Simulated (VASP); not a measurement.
# In3As (Pm-3m) in VASP: settings compared

In3As is run at these levels: LDA, PBE; tasks: single point.

All numbers are computed with VASP 6.6.1; they aren't measurements. Logs are shortened: lines on timing, memory, paths and dates and some standing lists are left out, and cuts for length are marked.

## 1. The cell of the first run

Symmetry: Pm-3m, No. 221, cubic system. The conventional cell has a = 4.733 Å, b = 4.733 Å, c = 4.733 Å, α = 90.00°, β = 90.00°, γ = 90.00°. Within 4.4 Å of In (site symmetry 4/mmm) lie 8 In at 3.35 Å and 4 As at 3.35 Å. Within 4.4 Å of As (site symmetry m-3m) lie 12 In at 3.35 Å.

## 2. Single point, LDA (26.51 Å³/atom)

The input, INCAR:

```
ALGO     = Fast           # electronic algorithm
EDIFF    = 1E-6           # SCF threshold, eV
ENCUT    = 520            # plane-wave cutoff, eV
ISIF     = 2              # what is computed and relaxed
ISMEAR   = -1             # smearing method
LASPH    = True           # aspherical terms in the spheres
LCHARG   = False          # write CHGCAR
LREAL    = False          # projectors in reciprocal space
LWAVE    = False          # write WAVECAR
NBANDS   = 30             # bands
NELM     = 100            # most SCF steps
PREC     = Accurate       # precision mode
SIGMA    = 0.05           # smearing width, eV
```

The input, KPOINTS:

```
k-points
0
Gamma
  6 6 6
```

The input, POSCAR:

```
In3As
1.0
    4.7331575368      0.0000000000      0.0000000000
    0.0000000000      4.7331575368      0.0000000000
    0.0000000000      0.0000000000      4.7331575368
In As
3 1
Direct
    0.5000000000      0.5000000000      0.0000000000
    0.5000000000      0.0000000000      0.5000000000
    0.0000000000      0.5000000000      0.5000000000
    0.0000000000      0.0000000000      0.0000000000
```

Potentials or basis: VASP PAW LDA potentials, release 64 (In_d, As).

Run with:

```sh
cat potpaw_LDA.64/In_d/POTCAR potpaw_LDA.64/As/POTCAR > POTCAR
mpirun -np 1 vasp_std > vasp.out
```

OUTCAR:

```text
EDIFF = 1E-6
   ENCUT = 520
   ISIF = 2
   ISMEAR = -1
   LASPH = True
   LREAL = False
   NELM = 100
   PREC = Accurate

 ion  position               nearest neighbor table
   1  0.500  0.500  0.000-   2 3.35   3 3.35   4 3.35   2 3.35   3 3.35   2 3.35   4 3.35   2 3.35
                             3 3.35   4 3.35   3 3.35   4 3.35
   2  0.500  0.000  0.500-   1 3.35   3 3.35   4 3.35   1 3.35   4 3.35   1 3.35   3 3.35   1 3.35
                             3 3.35   4 3.35   4 3.35   3 3.35
   3  0.000  0.500  0.500-   1 3.35   2 3.35   4 3.35   1 3.35   4 3.35   2 3.35   4 3.35   4 3.35
                             1 3.35   2 3.35   1 3.35   2 3.35
   4  0.000  0.000  0.000-   1 3.35   2 3.35   3 3.35   2 3.35   3 3.35   1 3.35   3 3.35   3 3.35
                             1 3.35   2 3.35   2 3.35   1 3.35

  LATTYP: Found a simple cubic cell.
 ALAT       =     4.7331575368

  Lattice vectors:

 A1 = (   4.7331575368,   0.0000000000,   0.0000000000)
 A2 = (   0.0000000000,   4.7331575368,   0.0000000000)
 A3 = (   0.0000000000,   0.0000000000,   4.7331575368)

Analysis of symmetry for initial positions (statically):
=====================================================================
 Subroutine PRICEL returns:
 Original cell was already a primitive cell.

 Routine SETGRP: Setting up the symmetry group for a
 simple cubic supercell.

 Subroutine GETGRP returns: Found 48 space group operations
 (whereof 48 operations were pure point group operations)
 out of a pool of 48 trial point group operations.

The static configuration has the point symmetry O_h .

Analysis of symmetry for dynamics (positions and initial velocities):
=====================================================================
 Subroutine PRICEL returns:
 Original cell was already a primitive cell.

 Routine SETGRP: Setting up the symmetry group for a
 simple cubic supercell.

 Subroutine GETGRP returns: Found 48 space group operations
 (whereof 48 operations were pure point group operations)
 out of a pool of 48 trial point group operations.

The dynamic configuration has the point symmetry O_h .

 Subroutine INISYM returns: Found 48 space group operations
 (whereof 48 operations are pure point group operations),
 and found     1 'primitive' translations

----------------------------------------------------------------------------------------

                                     Primitive cell

  volume of cell :     106.0359

  direct lattice vectors                    reciprocal lattice vectors
[... 88 lines left out ...]
   EDIFFG = 0.1E-04   stopping-criterion for IOM
   NSW    =      0    number of steps for IOM
   IBRION =     -1    ionic relax: 0-MD 1-quasi-New 2-CG
   NFREE  =      0    steps in history (QN), initial steepest desc. (CG)
   ISIF   =      2    stress and relaxation
   ISYM   =      2    0-nonsym 1-usesym 2-fastsym
   POTIM  = 0.5000    time-step for ionic-motion
   TEBEG  =    0.0;   TEEND  =   0.0 temperature during run
   PSTRESS=    0.0 pullay stress
   NELECT =      44.0000    total number of electrons
   NUPDOWN=      -1.0000    fix difference up-down
   EMIN   =  10.00;   EMAX   =-10.00  energy-range for DOS
   EFERMI =   0.00;   METHOD = LEGACY
   ISMEAR =    -1;   SIGMA  =   0.05  broadening in eV -4-tet -1-fermi 0-gaus
   EFERMI_NEDOS =   21; number of points for ismear=-14 and -15
   IALGO  =     68    algorithm
   IMIX   =      4    mixing-type and parameters
     AMIX     =   0.40;   BMIX     =  1.00
     AMIX_MAG =   1.60;   BMIX_MAG =  1.00
  volume/ion in A,a.u.               =      26.51       178.89
  Fermi-wavevector in a.u.,A,eV,Ry     =   1.221072  2.307492 20.286530  1.491018
  Thomas-Fermi vector in A             =   2.356268
   LORBIT       =      0    0 simple, 1 ext, 2 COOP (PROOUT), +10 PAW based schemes
   GGA     = CA    functional components
   LHFCALC =     F    Hartree Fock is set to
   AEXX    =    0.0000 exact exchange contribution
   IVDW    =     0    specifies the selected vdW correction
   LEPSILON=     F    determine dielectric tensor
   LRPA    =     F    only Hartree local field effects (RPA)
 non-spin polarized calculation
 RMM-DIIS sequential band-by-band and
  energy-cutoff  :      520.00
  volume of cell :      106.04
 maximum number of plane-waves:      2897
 NGX is ok and might be reduce to    36
   NGX = 17   NGY = 17   NGZ = 17

 number of electron      44.0000042 magnetization

 Free energy of the ion-electron system (eV)
  ---------------------------------------------------
  ext. energy  EPLUGINS =         0.00000000
  ---------------------------------------------------
  free energy    TOTEN  =       -14.49418695 eV

  energy without entropy =      -14.48044745  energy(sigma->0) =      -14.48731720

 E-fermi :   5.9172     XC(G=0): -10.2146

 val. band max:        5.7508456058   @ k =   0.5000   0.1667   0.1667
 cond. band min:       5.9198453950   @ k =   0.3333   0.3333   0.3333
 fundamental gap:      0.1689997892
 Fermi energy:         5.9171908207

 k-point     1 :       0.0000    0.0000    0.0000
  band No.  band energies     occupation
      1      -8.5839      2.00000
      2      -8.5748      2.00000
      3      -8.5748      2.00000
      4      -8.5748      2.00000
      5      -8.4096      2.00000
      6      -8.4096      2.00000
[... 649 lines left out ...]
     29      14.6520      0.00000
     30      15.2337      0.00000

------------------------ aborting loop because EDIFF is reached ----------------------------------------

  FORCE on cell =-STRESS in cart. coord.  units (eV):
  Direction    XX          YY          ZZ          XY          YZ          ZX
  --------------------------------------------------------------------------------------
  -------------------------------------------------------------------------------------
  Total       -3.3701909     -3.3701909     -3.3701909      0.0000000      0.0000000      0.0000000
  in kB      -50.9227910    -50.9227910    -50.9227910      0.0000000      0.0000000      0.0000000
  external PRESSURE =     -50.9227910 kB  Pullay stress =       0.0000000 kB

 VOLUME and BASIS-vectors are now :
 -----------------------------------------------------------------------------
  energy-cutoff  :      520.00
  volume of cell :      106.04
      direct lattice vectors                 reciprocal lattice vectors
     4.733157537  0.000000000  0.000000000     0.211275452  0.000000000  0.000000000
     0.000000000  4.733157537  0.000000000     0.000000000  0.211275452  0.000000000
     0.000000000  0.000000000  4.733157537     0.000000000  0.000000000  0.211275452

 POSITION                                       TOTAL-FORCE (eV/Angst)
 -----------------------------------------------------------------------------------
      2.36658      2.36658      0.00000         0.000000      0.000000      0.000000
      2.36658      0.00000      2.36658         0.000000      0.000000      0.000000
      0.00000      2.36658      2.36658         0.000000      0.000000      0.000000
      0.00000      0.00000      0.00000         0.000000      0.000000      0.000000
 -----------------------------------------------------------------------------------
    total drift:                                0.000000      0.000000      0.000000

  FREE ENERGIE OF THE ION-ELECTRON SYSTEM (eV)
  ---------------------------------------------------
  free  energy   TOTEN  =       -14.4941869519 eV

  energy  without entropy=      -14.4804474491  energy(sigma->0) =      -14.48731720
```

stdout:

```text
POSCAR found type information on POSCAR InAs
 POSCAR found :  2 types and       4 ions
 scaLAPACK will be used
 LDA part: xc-table for (Slater(with rela. corr.)+CA(PZ))
 , standard interpolation
 POSCAR, INCAR and KPOINTS ok, starting setup
 FFT: planning ... GRIDC
 FFT: planning ... GRID_SOFT
 FFT: planning ... GRID
 WAVECAR not read
 entering main loop
```

It took 94 s on 1 thread of Intel Xeon 8259CL, shared host; peak memory 0.2 GiB.

What came out:

```yaml
Free_energy: -14.4942 eV
Pressure: -5.1 GPa
Band_gap_on_the_k_mesh: zero (bands 22 and 23 overlap by 3.55 eV)
```

Caveat: the cell stands under tension; spin-orbit coupling is left out, which moves the levels of the heavy elements.

[end of part 1 of 2]
